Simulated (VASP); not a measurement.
# CdSe (R3m) in VASP: a series of runs

The runs below take CdSe through electric field gradients, with PBE.

All numbers are computed with VASP 6.6.1; they aren't measurements. Logs are shortened: lines on timing, memory, paths and dates and some standing lists are left out, and cuts for length are marked.

**1. The cell of the first run**

It takes space group R3m (No. 160, trigonal). The conventional cell has a = 4.277 Å, b = 4.277 Å, c = 10.955 Å, α = 90.00°, β = 90.00°, γ = 120.00°. Within 3.5 Å of Cd (site symmetry 3m) lie 4 Se at 2.63 to 2.74 Å. Se (site symmetry 3m) has 4 Cd at 2.63 to 2.74 Å within 3.5 Å.

**2. Electric field gradients, PBE (equal xy, yz and zx shear strains of +3 %)**

Contents of INCAR:

```
ALGO = Normal ; EDIFF = 1E-8
ENCUT = 400 ; GGA = PE
GGA_COMPAT = F ; ISIF = 2
ISMEAR = -1 ; LASPH = T
LCHARG = F ; LEFG = T
LREAL = F ; LWAVE = F
NBANDS = 16 ; NELM = 120
PREC = Accurate ; SIGMA = 0.03
```

Contents of KPOINTS:

```
k-points
0
Gamma
  8 8 8
```

Contents of POSCAR:

```
CdSe
1.0
    0.0921081360      3.1163252666      3.1163252666
    3.1163252666      0.0921081360      3.1163252666
    3.1163252666      3.1163252666      0.0921081360
Cd Se
1 1
Direct
    0.0000000000      0.0000000000      0.0000000000
    0.2500000000      0.2500000000      0.2500000000
```

Potentials or basis: VASP PAW PBE potentials, release 64 (Cd, Se).

On the command line:

```sh
cat potpaw_PBE.64/Cd/POTCAR potpaw_PBE.64/Se/POTCAR > POTCAR
mpirun -np 1 vasp_std > vasp.out
```

OUTCAR:

```text
EDIFF = 1E-8
   ENCUT = 400
   GGA = PE
   ISIF = 2
   ISMEAR = -1
   LASPH = T
   LREAL = F
   NELM = 120
   PREC = Accurate

 ion  position               nearest neighbor table
   1  0.000  0.000  0.000-   2 2.63   2 2.63   2 2.63   2 2.74
   2  0.250  0.250  0.250-   1 2.63   1 2.63   1 2.63   1 2.74

  LATTYP: Found a trigonal (rhomboedric) cell.
 ALAT       =     4.4081118683
 COS(alpha) =     0.5293254421

  Lattice vectors:

 A1 = (   0.0921081360,   3.1163252666,   3.1163252666)
 A2 = (   3.1163252666,   0.0921081360,   3.1163252666)
 A3 = (   3.1163252666,   3.1163252666,   0.0921081360)

Analysis of symmetry for initial positions (statically):
=====================================================================
 Subroutine PRICEL returns:
 Original cell was already a primitive cell.

 Routine SETGRP: Setting up the symmetry group for a
 trigonal (rhombohedral) supercell.

 Subroutine GETGRP returns: Found  6 space group operations
 (whereof  6 operations were pure point group operations)
 out of a pool of 12 trial point group operations.

The static configuration has the point symmetry C_3v.

Analysis of symmetry for dynamics (positions and initial velocities):
=====================================================================
 Subroutine PRICEL returns:
 Original cell was already a primitive cell.

 Routine SETGRP: Setting up the symmetry group for a
 trigonal (rhombohedral) supercell.

 Subroutine GETGRP returns: Found  6 space group operations
 (whereof  6 operations were pure point group operations)
 out of a pool of 12 trial point group operations.

The dynamic configuration has the point symmetry C_3v.

 Subroutine INISYM returns: Found  6 space group operations
 (whereof  6 operations are pure point group operations),
 and found     1 'primitive' translations

----------------------------------------------------------------------------------------

                                     Primitive cell

  volume of cell :      57.8455

  direct lattice vectors                    reciprocal lattice vectors
     0.092108136  3.116325267  3.116325267    -0.167739792  0.162924296  0.162924296
     3.116325267  0.092108136  3.116325267     0.162924296 -0.167739792  0.162924296
     3.116325267  3.116325267  0.092108136     0.162924296  0.162924296 -0.167739792

  length of vectors
     4.408111868  4.408111868  4.408111868     0.285000509  0.285000509  0.285000509

  position of ions in fractional coordinates (direct lattice)
     0.000000000  0.000000000  0.000000000
     0.250000000  0.250000000  0.250000000

  ion indices of the primitive-cell ions
   primitive index   ion index
                 1           1
                 2           2

----------------------------------------------------------------------------------------

 KPOINTS: k-points

Automatic generation of k-mesh.
 Grid dimensions read from file:
 generate k-points for:    8    8    8

 Generating k-lattice:

  Cartesian coordinates                     Fractional coordinates (reciprocal lattice)
    -0.020967474  0.020365537  0.020365537     0.125000000  0.000000000  0.000000000
     0.020365537 -0.020967474  0.020365537     0.000000000  0.125000000  0.000000000
     0.020365537  0.020365537 -0.020967474     0.000000000  0.000000000  0.125000000

  Length of vectors
     0.035625064  0.035625064  0.035625064

  Shift w.r.t. Gamma in fractional coordinates (k-lattice)
     0.000000000  0.000000000  0.000000000

 Subroutine IBZKPT returns following result:
 ===========================================

 Found     65 irreducible k-points:

 Following reciprocal coordinates:
            Coordinates               Weight
  0.000000  0.000000  0.000000      1.000000
  0.125000  0.000000 -0.000000      6.000000
  0.250000  0.000000 -0.000000      6.000000
  0.375000  0.000000 -0.000000      6.000000
  0.500000  0.000000 -0.000000      3.000000
  0.125000  0.125000  0.000000      6.000000
[... 16 lines left out ...]
  0.250000  0.125000  0.125000      6.000000
  0.375000  0.125000  0.125000      6.000000
 [... further k-points ...]
   k-points           NKPTS =     65   k-points in BZ     NKDIM =     65   number of bands    NBANDS=     16
   number of dos      NEDOS =    301   number of ions     NIONS =      2
   total plane-waves  NPLWV =  27000
   dimension x,y,z NGX =    30 NGY =   30 NGZ =   30
   dimension x,y,z NGXF=    60 NGYF=   60 NGZF=   60
   ions per type =               1   1
   NGX,Y,Z   is equivalent  to a cutoff of  11.31, 11.31, 11.31 a.u.
   NGXF,Y,Z  is equivalent  to a cutoff of  22.63, 22.63, 22.63 a.u.
 SYSTEM =  unknown system
   PREC   = accura    normal or accurate (medium, high low for compatibility)
   ISTART =      0    job   : 0-new  1-cont  2-samecut
   ICHARG =      2    charge: 1-file 2-atom 10-const
   ISPIN  =      1    spin polarized calculation?
   LNONCOLLINEAR =      F non collinear calculations
   LSORBIT =      F    spin-orbit coupling
   LASPH  =      T    aspherical Exc in radial PAW
   ENCUT  =  400.0 eV  29.40 Ry    5.42 a.u.   7.19  7.19  7.19*2*pi/ulx,y,z
   NELM   =    120;   NELMIN=  2; NELMDL= -5     # of ELM steps
   EDIFF  = 0.1E-07   stopping-criterion for ELM
   LREAL  =      F    real-space projection
   EDIFFG = 0.1E-06   stopping-criterion for IOM
   NSW    =      0    number of steps for IOM
   IBRION =     -1    ionic relax: 0-MD 1-quasi-New 2-CG
   NFREE  =      0    steps in history (QN), initial steepest desc. (CG)
   ISIF   =      2    stress and relaxation
   ISYM   =      2    0-nonsym 1-usesym 2-fastsym
   POTIM  = 0.5000    time-step for ionic-motion
   TEBEG  =    0.0;   TEEND  =   0.0 temperature during run
   PSTRESS=    0.0 pullay stress
   NELECT =      18.0000    total number of electrons
   NUPDOWN=      -1.0000    fix difference up-down
   EMIN   =  10.00;   EMAX   =-10.00  energy-range for DOS
   EFERMI =   0.00;   METHOD = LEGACY
   ISMEAR =    -1;   SIGMA  =   0.03  broadening in eV -4-tet -1-fermi 0-gaus
   EFERMI_NEDOS =   21; number of points for ismear=-14 and -15
   IALGO  =     38    algorithm
   IMIX   =      4    mixing-type and parameters
     AMIX     =   0.40;   BMIX     =  1.00
     AMIX_MAG =   1.60;   BMIX_MAG =  1.00
  volume/ion in A,a.u.               =      28.92       195.18
  Fermi-wavevector in a.u.,A,eV,Ry     =   1.109368  2.096402 16.744659  1.230698
  Thomas-Fermi vector in A             =   2.245907
   LORBIT       =      0    0 simple, 1 ext, 2 COOP (PROOUT), +10 PAW based schemes
   GGA     = PE    functional components
   LHFCALC =     F    Hartree Fock is set to
   AEXX    =    0.0000 exact exchange contribution
   IVDW    =     0    specifies the selected vdW correction
   LEPSILON=     F    determine dielectric tensor
   LRPA    =     F    only Hartree local field effects (RPA)
 non-spin polarized calculation
  energy-cutoff  :      400.00
  volume of cell :       57.85
 maximum number of plane-waves:      1061
 NGX is ok and might be reduce to    30
   NGX = 15   NGY = 15   NGZ = 15

 number of electron      18.0000004 magnetization

 Free energy of the ion-electron system (eV)
  ---------------------------------------------------
  ext. energy  EPLUGINS =         0.00000000
  ---------------------------------------------------
  free energy    TOTEN  =        -5.46769885 eV

  energy without entropy =       -5.46769820  energy(sigma->0) =       -5.46769852

 E-fermi :   1.0422     XC(G=0):  -8.7584

 val. band max:        0.7728904841   @ k =   0.0000   0.0000   0.0000
 cond. band min:       1.2872695379   @ k =   0.0000   0.0000   0.0000
 fundamental gap:      0.5143790537
 Fermi energy:         1.0421711307

 k-point     1 :       0.0000    0.0000    0.0000
  band No.  band energies     occupation
      1     -11.7222      2.00000
      2      -7.1356      2.00000
      3      -7.1356      2.00000
      4      -7.0944      2.00000
      5      -6.7753      2.00000
      6      -6.7753      2.00000
[... 8 lines left out ...]
     15      11.7756      0.00000
     16      11.7756      0.00000
[... 419 lines left out ...]
 k-point    24 :       0.3750    0.1250    0.1250
  band No.  band energies     occupation
      1     -11.4765      2.00000
      2      -7.0611      2.00000
      3      -7.0311      2.00000
      4      -6.8325      2.00000
      5      -6.7814      2.00000
      6      -6.7376      2.00000
[... 8 lines left out ...]
     15      11.1628      0.00000
     16      12.1201      0.00000

 [... further k-points ...]

------------------------ aborting loop because EDIFF is reached ----------------------------------------

  FORCE on cell =-STRESS in cart. coord.  units (eV):
  Direction    XX          YY          ZZ          XY          YZ          ZX
  --------------------------------------------------------------------------------------
  -------------------------------------------------------------------------------------
  Total        0.5015115      0.5015115      0.5015115     -0.4321510     -0.4321510     -0.4321510
  in kB       13.8906172     13.8906172     13.8906172    -11.9695061    -11.9695061    -11.9695061
  external PRESSURE =      13.8906172 kB  Pullay stress =       0.0000000 kB

 VOLUME and BASIS-vectors are now :
 -----------------------------------------------------------------------------
  energy-cutoff  :      400.00
  volume of cell :       57.85
      direct lattice vectors                 reciprocal lattice vectors
     0.092108136  3.116325267  3.116325267    -0.167739792  0.162924296  0.162924296
     3.116325267  0.092108136  3.116325267     0.162924296 -0.167739792  0.162924296
     3.116325267  3.116325267  0.092108136     0.162924296  0.162924296 -0.167739792

 POSITION                                       TOTAL-FORCE (eV/Angst)
 -----------------------------------------------------------------------------------
      0.00000      0.00000      0.00000         0.154855      0.154855      0.154855
      1.58119      1.58119      1.58119        -0.154855     -0.154855     -0.154855
 -----------------------------------------------------------------------------------
    total drift:                               -0.000054     -0.000054     -0.000054

  FREE ENERGIE OF THE ION-ELECTRON SYSTEM (eV)
  ---------------------------------------------------
  free  energy   TOTEN  =        -5.4676988459 eV

  energy  without entropy=       -5.4676981970  energy(sigma->0) =       -5.46769852

 Electric field gradients (V/A^2)
---------------------------------------------------------------------
 ion       V_xx      V_yy      V_zz      V_xy      V_xz      V_yz
---------------------------------------------------------------------
   1      -0.000    -0.000    -0.000    15.570    15.570    15.570
   2       0.000     0.000    -0.000     6.835     6.835     6.835
---------------------------------------------------------------------

 Electric field gradients after diagonalization (V/A^2)
 (convention: |V_zz| > |V_xx| > |V_yy|)
----------------------------------------------------------------------
 ion       V_xx      V_yy      V_zz     asymmetry (V_yy - V_xx)/ V_zz
----------------------------------------------------------------------
   1     -15.570   -15.570    31.140       0.000
   2      -6.835    -6.835    13.671       0.000
----------------------------------------------------------------------

           NMR quadrupolar parameters

 Cq : quadrupolar parameter    Cq=e*Q*V_zz/h
 eta: asymmetry parameters     (V_yy - V_xx)/ V_zz
 Q  : nuclear electric quadrupole moment in mb (millibarn)
----------------------------------------------------------------------
 ion       Cq(MHz)       eta       Q (mb)
----------------------------------------------------------------------
   1       0.075       0.000       1.000
   2       0.033       0.000       1.000
----------------------------------------------------------------------
```

It took 58 s on 1 thread of Intel Xeon Platinum 8488C (Sapphire Rapids), shared host; peak memory 0.19 GiB.

Results:

```yaml
Free_energy: -5.4677 eV
Pressure: 1.4 GPa
Largest_force: 0.268 eV/Å
Band_gap_on_the_k_mesh: 0.51 eV
Largest_electric_field_gradient_by_atom: Cd +31.1; Se +13.7 V/Å²
```

Forces on the atoms (eV/Å):
```
Cd   0.155  0.155  0.155
Se  -0.155 -0.155 -0.155
```

Stress tensor (GPa, compression positive):
```
 1.39 -1.20 -1.20
-1.20  1.39 -1.20
-1.20 -1.20  1.39
```

Levels at points of the mesh, in eV from the valence-band top:
| k point | band 6 | band 7 | band 8 | band 9 | band 10 | band 11 | band 12 | band 13 |
| --- | --- | --- | --- | --- | --- | --- | --- | --- |
| (0.00, 0.00, 0.00) | -7.55 | -0.17 | 0.00 | 0.00 | 0.51 | 5.56 | 6.07 | 6.07 |
| (0.50, 0.00, 0.00) | -7.26 | -4.28 | -0.82 | -0.78 | 2.25 | 6.17 | 6.50 | 7.35 |
| (0.50, 0.50, 0.00) | -7.21 | -4.01 | -1.90 | -1.70 | 3.10 | 3.72 | 8.84 | 10.04 |
| (0.50, 0.50, 0.50) | -7.31 | -4.25 | -0.62 | -0.62 | 2.48 | 6.56 | 6.56 | 7.09 |

Electric field gradients, principal values (V/Å²):
| atom | least | middle | greatest (by size) |
| --- | --- | --- | --- |
| 1 Cd | -15.570 | -15.570 | 31.140 |
| 2 Se | -6.835 | -6.835 | 13.671 |

Caveat: the cell differs from its parent crystal (equal xy, yz and zx shear strains of +3 %); without QUAD_EFG the Cq values of the log hold for a quadrupole moment of 1 mb, not for the nuclei.

**3. Electric field gradients, PBE (equal xy, yz and zx shear strains of -3 %)**

Contents of INCAR:

```
ALGO = Normal
EDIFF = 1E-8
ENCUT = 520
GGA = PE
ISIF = 2
ISMEAR = -1
LASPH = T
LCHARG = F
LEFG = T
LREAL = F
LWAVE = F
NBANDS = 16
NELM = 100
PREC = Accurate
SIGMA = 0.03
```

KPOINTS is that of step 2.

Contents of POSCAR:

```
CdSe
1.0
   -0.0921081360      3.0242171306      3.0242171306
    3.0242171306     -0.0921081360      3.0242171306
    3.0242171306      3.0242171306     -0.0921081360
Cd Se
1 1
Direct
    0.0000000000      0.0000000000      0.0000000000
    0.2500000000      0.2500000000      0.2500000000
```

Potentials or basis: VASP PAW PBE potentials, release 64 (Cd, Se).

On the command line:

```sh
cat potpaw_PBE.64/Cd/POTCAR potpaw_PBE.64/Se/POTCAR > POTCAR
mpirun -np 1 vasp_std > vasp.out
```

OUTCAR:

```text
EDIFF = 1E-8
   ENCUT = 520
   GGA = PE
   ISIF = 2
   ISMEAR = -1
   LASPH = T
   LREAL = F
   NELM = 100
   PREC = Accurate

 ion  position               nearest neighbor table
   1  0.000  0.000  0.000-   2 2.58   2 2.69   2 2.69   2 2.69
   2  0.250  0.250  0.250-   1 2.58   1 2.69   1 2.69   1 2.69

  LATTYP: Found a trigonal (rhomboedric) cell.
 ALAT       =     4.2778805985
 COS(alpha) =     0.4693254694

  Lattice vectors:

 A1 = (  -0.0921081360,   3.0242171306,   3.0242171306)
 A2 = (   3.0242171306,  -0.0921081360,   3.0242171306)
 A3 = (   3.0242171306,   3.0242171306,  -0.0921081360)

Analysis of symmetry for initial positions (statically):
=====================================================================
 Subroutine PRICEL returns:
 Original cell was already a primitive cell.

 Routine SETGRP: Setting up the symmetry group for a
[... 644 lines left out ...]
  energy-cutoff  :      520.00
  volume of cell :       57.84
      direct lattice vectors                 reciprocal lattice vectors
    -0.092108136  3.024217131  3.024217131    -0.157964269  0.162926497  0.162926497
     3.024217131 -0.092108136  3.024217131     0.162926497 -0.157964269  0.162926497
     3.024217131  3.024217131 -0.092108136     0.162926497  0.162926497 -0.157964269

 POSITION                                       TOTAL-FORCE (eV/Angst)
 -----------------------------------------------------------------------------------
      0.00000      0.00000      0.00000        -0.217284     -0.217284     -0.217284
      1.48908      1.48908      1.48908         0.217284      0.217284      0.217284
 -----------------------------------------------------------------------------------
    total drift:                               -0.000137     -0.000137     -0.000137

  FREE ENERGIE OF THE ION-ELECTRON SYSTEM (eV)
  ---------------------------------------------------
  free  energy   TOTEN  =        -5.4674861925 eV

  energy  without entropy=       -5.4674857398  energy(sigma->0) =       -5.46748597

 Electric field gradients (V/A^2)
---------------------------------------------------------------------
 ion       V_xx      V_yy      V_zz      V_xy      V_xz      V_yz
---------------------------------------------------------------------
   1      -0.000     0.000     0.000   -16.283   -16.283   -16.283
   2       0.000     0.000    -0.000    -6.291    -6.291    -6.291
---------------------------------------------------------------------

 Electric field gradients after diagonalization (V/A^2)
 (convention: |V_zz| > |V_xx| > |V_yy|)
----------------------------------------------------------------------
 ion       V_xx      V_yy      V_zz     asymmetry (V_yy - V_xx)/ V_zz
----------------------------------------------------------------------
   1      16.283    16.283   -32.565       0.000
   2       6.291     6.291   -12.583       0.000
----------------------------------------------------------------------

           NMR quadrupolar parameters

 Cq : quadrupolar parameter    Cq=e*Q*V_zz/h
 eta: asymmetry parameters     (V_yy - V_xx)/ V_zz
 Q  : nuclear electric quadrupole moment in mb (millibarn)
----------------------------------------------------------------------
 ion       Cq(MHz)       eta       Q (mb)
----------------------------------------------------------------------
   1      -0.079       0.000       1.000
   2      -0.030       0.000       1.000
----------------------------------------------------------------------
```

OSZICAR:

```text
N       E                     dE             d eps       ncg     rms          rms(c)
DAV:   1     0.107976292354E+03    0.10798E+03   -0.88186E+03  2112   0.101E+03
DAV:   2    -0.185551195301E+01   -0.10983E+03   -0.10393E+03  2568   0.248E+02
DAV:   3    -0.583332328157E+01   -0.39778E+01   -0.39711E+01  2432   0.495E+01
DAV:   4    -0.585007203753E+01   -0.16749E-01   -0.16748E-01  2696   0.318E+00
DAV:   5    -0.585017880989E+01   -0.10677E-03   -0.10677E-03  2472   0.223E-01    0.593E+00
DAV:   6    -0.548779165941E+01    0.36239E+00   -0.55156E-01  3152   0.872E+00    0.472E+00
DAV:   7    -0.546626901720E+01    0.21523E-01   -0.14432E-01  2472   0.251E+00    0.204E+00
DAV:   8    -0.546717764279E+01   -0.90863E-03   -0.13212E-02  2376   0.138E+00    0.249E-01
DAV:   9    -0.546736604480E+01   -0.18840E-03   -0.13982E-03  2552   0.476E-01    0.468E-02
DAV:  10    -0.546743584157E+01   -0.69797E-04   -0.15649E-04  2632   0.153E-01    0.434E-02
DAV:  11    -0.546748587432E+01   -0.50033E-04   -0.82188E-05  2552   0.575E-02    0.166E-02
DAV:  12    -0.546748558431E+01    0.29001E-06   -0.22012E-06  2432   0.178E-02    0.546E-03
DAV:  13    -0.546748620211E+01   -0.61780E-06   -0.17761E-06  2544   0.688E-03    0.289E-03
DAV:  14    -0.546748619247E+01    0.96459E-08   -0.50686E-08  2536   0.154E-03
   1 F= -.54674862E+01 E0= -.54674860E+01  d E =-.452668E-06
```

Run time: 72 s. Hardware: 1 thread of Intel Xeon 8259CL, shared host; peak memory 0.21 GiB.

What came out:

```
Free energy                             : -5.4675 eV
Pressure                                : 1.8 GPa
Largest force                           : 0.376 eV/Å
Band gap on the k mesh                  : 0.52 eV
Largest electric field gradient by atom : Cd -32.6; Se -12.6 V/Å²
```

Forces in eV/Å, atoms in the order of the input:
```
Cd  -0.217 -0.217 -0.217
Se   0.217  0.217  0.217
```

Stress tensor (GPa, compression positive):
```
1.79 1.42 1.42
1.42 1.79 1.42
1.42 1.42 1.79
```

Levels at points of the mesh, in eV from the valence-band top:
| k point | band 7 | band 8 | band 9 | band 10 | band 11 | band 12 |
| --- | --- | --- | --- | --- | --- | --- |
| (0.00, 0.00, 0.00) | -0.08 | -0.08 | 0.00 | 0.52 | 5.71 | 5.71 |
| (0.50, 0.00, 0.00) | -4.27 | -0.72 | -0.69 | 2.37 | 6.28 | 6.62 |
| (0.50, 0.50, 0.00) | -4.00 | -1.91 | -1.68 | 3.10 | 3.73 | 8.85 |
| (0.50, 0.50, 0.50) | -4.29 | -0.90 | -0.90 | 2.15 | 6.21 | 6.21 |

Electric field gradients, principal values (V/Å²):
```tsv
atom	least	middle	greatest (by size)
1 Cd	16.283	16.283	-32.565
2 Se	6.291	6.291	-12.583
```

Caveat: the cell differs from its parent crystal (equal xy, yz and zx shear strains of -3 %); without QUAD_EFG the Cq values of the log hold for a quadrupole moment of 1 mb, not for the nuclei.

[end of part 1 of 2]
